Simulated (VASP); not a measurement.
# Si (C2/c) in VASP: single point with revPBE

Aim: the single point of Si with revPBE.

All numbers are computed with VASP 6.6.1; they aren't measurements. Logs are shortened: lines on timing, memory, paths and dates and some standing lists are left out, and cuts for length are marked.

### 1 The cell of the first run

The typed cell holds 2 atoms: a = 3.659 Å, b = 3.659 Å, c = 3.661 Å, α = 97.62°, β = 97.62°, γ = 137.21°.

### 2 Single point, revPBE

Input file INCAR:

```
SYSTEM = Si
PREC = Accurate
ENCUT = 520
EDIFF = 1E-6
ISMEAR = -1
SIGMA = 0.1
LREAL = .FALSE.
LASPH = .TRUE.
NELM = 80
ALGO = Normal
ISIF = 2
LWAVE = .FALSE.
LCHARG = .FALSE.
GGA = RE
NBANDS = 11
```

Input file KPOINTS:

```
Automatic mesh
0
G
  22 22 15
  0 0 0
```

Input file POSCAR:

```
Si
1.0
   -2.4087400554      2.4098222808      1.3348511327
    2.4098222808     -2.4087400554      1.3348511327
    2.4113669007      2.4113669007     -1.3328690349
Si
2
Direct
    0.9999998972      0.0000001028      0.0000000000
    0.7500001028      0.2499998972      0.5000000000
```

Potentials or basis: VASP PAW PBE potentials, release 64 (Si).

On the command line:

```console
$ cat potpaw_PBE.64/Si/POTCAR > POTCAR
$ mpirun -np 1 vasp_std > vasp.out
```

OUTCAR:

```text
SYSTEM = Si
   PREC = Accurate
   ENCUT = 520
   EDIFF = 1E-6
   ISMEAR = -1
   LREAL = .FALSE.
   LASPH = .TRUE.
   NELM = 80
   ISIF = 2
   GGA = RE

 ion  position               nearest neighbor table
   1  1.000  0.000  0.000-   2 2.50   2 2.50   2 2.50   2 2.50   2 3.13   2 3.13   2 3.13   2 3.13

   2  0.750  0.250  0.500-   1 2.50   1 2.50   1 2.50   1 2.50   1 3.13   1 3.13   1 3.13   1 3.13

  LATTYP: Found a base centered monoclinic cell.
 ALAT       =     2.6697027041
 B/A-ratio  =     2.5525224949
 C/A-ratio  =     1.3714671789
 COS(beta)  =    -0.3634976531

  Lattice vectors:

 A1 = (  -2.4087400554,   2.4098222808,   1.3348511327)
 A2 = (   2.4098222808,  -2.4087400554,   1.3348511327)
 A3 = (   2.4113669007,   2.4113669007,  -1.3328690349)

Analysis of symmetry for initial positions (statically):
=====================================================================
 Subroutine PRICEL returns:
 Original cell was already a primitive cell.

 Routine SETGRP: Setting up the symmetry group for a
 base centered monoclinic supercell.

 Subroutine GETGRP returns: Found  4 space group operations
 (whereof  2 operations were pure point group operations)
 out of a pool of  4 trial point group operations.

The static configuration has the point symmetry C_2 .
 The point group associated with its full space group is C_2h.

Analysis of symmetry for dynamics (positions and initial velocities):
=====================================================================
 Subroutine PRICEL returns:
 Original cell was already a primitive cell.

 Routine SETGRP: Setting up the symmetry group for a
 base centered monoclinic supercell.

 Subroutine GETGRP returns: Found  4 space group operations
 (whereof  2 operations were pure point group operations)
 out of a pool of  4 trial point group operations.

The dynamic configuration has the point symmetry C_2 .
 The point group associated with its full space group is C_2h.

 Subroutine INISYM returns: Found  4 space group operations
 (whereof  2 operations are pure point group operations),
 and found     1 'primitive' translations

----------------------------------------------------------------------------------------

                                     Primitive cell

  volume of cell :      31.0271

  direct lattice vectors                    reciprocal lattice vectors
    -2.408740055  2.409822281  1.334851133    -0.000266890  0.207263890  0.374489693
     2.409822281 -2.408740055  1.334851133     0.207263890 -0.000266890  0.374489693
     2.411366901  2.411366901 -1.332869035     0.207304824  0.207304824 -0.000168072

  length of vectors
     3.659385143  3.659385143  3.661409636     0.428019768  0.428019768  0.293173342

  position of ions in fractional coordinates (direct lattice)
     0.999999897  0.000000103  1.000000000
     0.750000103  0.249999897  0.500000000

  ion indices of the primitive-cell ions
   primitive index   ion index
                 1           1
                 2           2

----------------------------------------------------------------------------------------

 KPOINTS: Automatic mesh

Automatic generation of k-mesh.
 Grid dimensions read from file:
 generate k-points for:   22   22   15

 Generating k-lattice:

  Cartesian coordinates                     Fractional coordinates (reciprocal lattice)
    -0.000012131  0.009421086  0.017022259     0.045454545  0.000000000  0.000000000
     0.009421086 -0.000012131  0.017022259     0.000000000  0.045454545  0.000000000
     0.013820322  0.013820322 -0.000011205     0.000000000  0.000000000  0.066666667

  Length of vectors
     0.019455444  0.019455444  0.019544889

  Shift w.r.t. Gamma in fractional coordinates (k-lattice)
     0.000000000  0.000000000  0.000000000

 Subroutine IBZKPT returns following result:
 ===========================================

 Found   1904 irreducible k-points:

 Following reciprocal coordinates:
            Coordinates               Weight
  0.000000  0.000000  0.000000      1.000000
  0.045455  0.000000  0.000000      4.000000
  0.090909  0.000000  0.000000      4.000000
  0.136364  0.000000  0.000000      4.000000
  0.181818  0.000000  0.000000      4.000000
  0.227273 -0.000000  0.000000      4.000000
[... 16 lines left out ...]
  0.500000  0.045455  0.000000      4.000000
 -0.454545  0.045455  0.000000      4.000000
 [... further k-points ...]
   k-points           NKPTS =   1904   k-points in BZ     NKDIM =   1904   number of bands    NBANDS=     11
   number of dos      NEDOS =    301   number of ions     NIONS =      2
   total plane-waves  NPLWV =  21952
   dimension x,y,z NGX =    28 NGY =   28 NGZ =   28
   dimension x,y,z NGXF=    56 NGYF=   56 NGZF=   56
   ions per type =               2
   NGX,Y,Z   is equivalent  to a cutoff of  12.72, 12.72, 12.71 a.u.
   NGXF,Y,Z  is equivalent  to a cutoff of  25.44, 25.44, 25.43 a.u.
 SYSTEM =  Si
   PREC   = accura    normal or accurate (medium, high low for compatibility)
   ISTART =      0    job   : 0-new  1-cont  2-samecut
   ICHARG =      2    charge: 1-file 2-atom 10-const
   ISPIN  =      1    spin polarized calculation?
   LNONCOLLINEAR =      F non collinear calculations
   LSORBIT =      F    spin-orbit coupling
   LASPH  =      T    aspherical Exc in radial PAW
   ENCUT  =  520.0 eV  38.22 Ry    6.18 a.u.   6.80  6.80  6.81*2*pi/ulx,y,z
   NELM   =     80;   NELMIN=  2; NELMDL= -5     # of ELM steps
   EDIFF  = 0.1E-05   stopping-criterion for ELM
   LREAL  =      F    real-space projection
   EDIFFG = 0.1E-04   stopping-criterion for IOM
   NSW    =      0    number of steps for IOM
   IBRION =     -1    ionic relax: 0-MD 1-quasi-New 2-CG
   NFREE  =      0    steps in history (QN), initial steepest desc. (CG)
   ISIF   =      2    stress and relaxation
   ISYM   =      2    0-nonsym 1-usesym 2-fastsym
   POTIM  = 0.5000    time-step for ionic-motion
   TEBEG  =    0.0;   TEEND  =   0.0 temperature during run
   PSTRESS=    0.0 pullay stress
   NELECT =       8.0000    total number of electrons
   NUPDOWN=      -1.0000    fix difference up-down
   EMIN   =  10.00;   EMAX   =-10.00  energy-range for DOS
   EFERMI =   0.00;   METHOD = LEGACY
   ISMEAR =    -1;   SIGMA  =   0.10  broadening in eV -4-tet -1-fermi 0-gaus
   EFERMI_NEDOS =   21; number of points for ismear=-14 and -15
   IALGO  =     38    algorithm
   IMIX   =      4    mixing-type and parameters
     AMIX     =   0.40;   BMIX     =  1.00
     AMIX_MAG =   1.60;   BMIX_MAG =  1.00
  volume/ion in A,a.u.               =      15.51       104.69
  Fermi-wavevector in a.u.,A,eV,Ry     =   1.041976  1.969050 14.772045  1.085715
  Thomas-Fermi vector in A             =   2.176621
   LORBIT       =      0    0 simple, 1 ext, 2 COOP (PROOUT), +10 PAW based schemes
   GGA     = RE    functional components
   LHFCALC =     F    Hartree Fock is set to
   AEXX    =    0.0000 exact exchange contribution
   IVDW    =     0    specifies the selected vdW correction
   LEPSILON=     F    determine dielectric tensor
   LRPA    =     F    only Hartree local field effects (RPA)
 non-spin polarized calculation
  energy-cutoff  :      520.00
  volume of cell :       31.03
 maximum number of plane-waves:       850
   NGX = 13   NGY = 13   NGZ = 13

 number of electron       7.9999999 magnetization

 Free energy of the ion-electron system (eV)
  ---------------------------------------------------
  ext. energy  EPLUGINS =         0.00000000
  ---------------------------------------------------
  free energy    TOTEN  =        -9.81594159 eV

  energy without entropy =       -9.79189008  energy(sigma->0) =       -9.80391584

 E-fermi :   8.9858     XC(G=0): -10.8242

 val. band max:        8.9816083810   @ k =  -0.0000  -0.0000   0.4667
 cond. band min:       8.9905387694   @ k =  -0.1818  -0.2273   0.0667
 fundamental gap:      0.0089303884
 Fermi energy:         8.9857878198

 k-point     1 :       0.0000    0.0000    0.0000
  band No.  band energies     occupation
      1      -4.5978      2.00000
      2       6.5366      2.00000
      3       6.5592      2.00000
      4       6.9678      2.00000
      5      10.6199      0.00000
      6      16.4320      0.00000
      7      17.7750      0.00000
      8      17.7814      0.00000
      9      18.0746      0.00000
     10      19.0651      0.00000
     11      19.4902      0.00000

 k-point     2 :       0.0455    0.0000    0.0000
  band No.  band energies     occupation
      1      -4.5434      2.00000
      2       6.2394      2.00000
      3       6.5232      2.00000
      4       7.3697      2.00000
      5      10.7447      0.00000
      6      16.0481      0.00000
      7      17.1570      0.00000
      8      17.7122      0.00000
      9      17.7464      0.00000
     10      19.1357      0.00000
     11      19.8958      0.00000

 k-point     3 :       0.0909    0.0000    0.0000
  band No.  band energies     occupation
      1      -4.3799      2.00000
      2       5.8789      2.00000
      3       6.4626      2.00000
      4       8.0081      1.99989
      5      11.1025      0.00000
      6      15.1672      0.00000
      7      15.8118      0.00000
      8      17.2738      0.00000
      9      17.4282      0.00000
     10      18.6437      0.00000
     11      20.4543      0.00000

 k-point     4 :       0.1364    0.0000    0.0000
  band No.  band energies     occupation
      1      -4.1080      2.00000
      2       5.6044      2.00000
      3       6.3989      2.00000
      4       8.7277      1.85921
      5      11.6531      0.00000
      6      13.9551      0.00000
      7      14.4873      0.00000
      8      16.5272      0.00000
      9      16.7669      0.00000
     10      18.0403      0.00000
     11      19.9284      0.00000

 k-point     5 :       0.1818    0.0000    0.0000
  band No.  band energies     occupation
      1      -3.7281      2.00000
      2       5.4257      2.00000
      3       6.3630      2.00000
      4       9.4528      0.01857
      5      12.3387      0.00000
      6      12.5376      0.00000
      7      13.3277      0.00000
      8      15.8077      0.00000
      9      15.8337      0.00000
     10      17.3695      0.00000
     11      19.8917      0.00000
[... 211 lines left out ...]
 k-point    21 :       0.4091    0.0455    0.0000
  band No.  band energies     occupation
      1       0.4921      2.00000
      2       3.4413      2.00000
      3       6.6635      2.00000
      4       7.1337      2.00000
      5       7.9820      1.99991
      6      10.3876      0.00000
      7      13.1475      0.00000
      8      14.7485      0.00000
      9      16.6248      0.00000
     10      19.1164      0.00000
     11      21.3227      0.00000

 k-point    22 :       0.4545    0.0455    0.0000
  band No.  band energies     occupation
      1       1.3863      2.00000
      2       2.4216      2.00000
      3       6.6535      2.00000
      4       7.0250      2.00000
      5       7.9010      1.99996
      6      10.2842      0.00000
      7      13.0779      0.00000
      8      14.7738      0.00000
      9      17.6278      0.00000
     10      20.1993      0.00000
     11      20.3221      0.00000

 k-point    23 :       0.5000    0.0455    0.0000
  band No.  band energies     occupation
      1       0.9498      2.00000
      2       2.8952      2.00000
      3       6.1647      2.00000
      4       7.1574      2.00000
      5       8.1057      1.99970
      6      10.5353      0.00000
      7      13.0876      0.00000
      8      14.7895      0.00000
      9      17.6787      0.00000
     10      20.2085      0.00000
     11      20.3350      0.00000

 k-point    24 :      -0.4545    0.0455    0.0000
  band No.  band energies     occupation
      1      -0.0193      2.00000
      2       4.0336      2.00000
      3       5.7930      2.00000
      4       6.9835      2.00000
      5       8.6656      1.92182
      6      11.0490      0.00000
      7      13.1923      0.00000
      8      14.7309      0.00000
      9      16.8367      0.00000
     10      19.1472      0.00000
     11      21.3487      0.00000

 [... further k-points ...]

------------------------ aborting loop because EDIFF is reached ----------------------------------------

  FORCE on cell =-STRESS in cart. coord.  units (eV):
  Direction    XX          YY          ZZ          XY          YZ          ZX
  --------------------------------------------------------------------------------------
  -------------------------------------------------------------------------------------
  Total       -0.0291416     -0.0291416     -0.0990616     -0.0188292     -0.0075384     -0.0075384
  in kB       -1.5048134     -1.5048134     -5.1153456     -0.9723008     -0.3892704     -0.3892705
  external PRESSURE =      -2.7083241 kB  Pullay stress =       0.0000000 kB

 VOLUME and BASIS-vectors are now :
 -----------------------------------------------------------------------------
  energy-cutoff  :      520.00
  volume of cell :       31.03
      direct lattice vectors                 reciprocal lattice vectors
    -2.408740055  2.409822281  1.334851133    -0.000266890  0.207263890  0.374489693
     2.409822281 -2.408740055  1.334851133     0.207263890 -0.000266890  0.374489693
     2.411366901  2.411366901 -1.332869035     0.207304824  0.207304824 -0.000168072

 POSITION                                       TOTAL-FORCE (eV/Angst)
 -----------------------------------------------------------------------------------
     -2.40874      2.40982      1.33485        -0.001524      0.001524      0.000000
      0.00158      2.41087      0.66842         0.001524     -0.001524     -0.000000
 -----------------------------------------------------------------------------------
    total drift:                               -0.000000      0.000000     -0.000000

  FREE ENERGIE OF THE ION-ELECTRON SYSTEM (eV)
  ---------------------------------------------------
  free  energy   TOTEN  =        -9.8159415934 eV

  energy  without entropy=       -9.7918900793  energy(sigma->0) =       -9.80391584
```

It took 4 min on 1 thread of Intel Xeon Platinum 8488C (Sapphire Rapids), shared host; peak memory 0.58 GiB.

Results:

* Free energy: -9.8159 eV
* Pressure: -0.3 GPa
* Band gap on the k mesh: zero (bands 4 and 5 overlap by 6.44 eV)

Forces on the atoms (eV/Å):
```
Si  -0.002  0.002  0.000
Si   0.002 -0.002  0.000
```

Levels at points of the mesh, in eV from the Fermi level:
| k point | band 1 | band 2 | band 3 | band 4 | band 5 | band 6 | band 7 | band 8 |
| --- | --- | --- | --- | --- | --- | --- | --- | --- |
| (0.00, 0.00, 0.00) | -13.58 | -2.45 | -2.43 | -2.02 | 1.63 | 7.45 | 8.79 | 8.80 |
| (0.50, 0.00, 0.00) | -7.55 | -6.66 | -2.08 | -1.70 | -1.53 | 1.17 | 4.45 | 5.41 |
| (0.50, 0.50, 0.00) | -10.52 | -10.52 | 0.33 | 0.34 | 2.55 | 2.55 | 8.15 | 8.19 |

Caveat: the PAW data sets were made with another functional, which shifts forces and pressure a little.
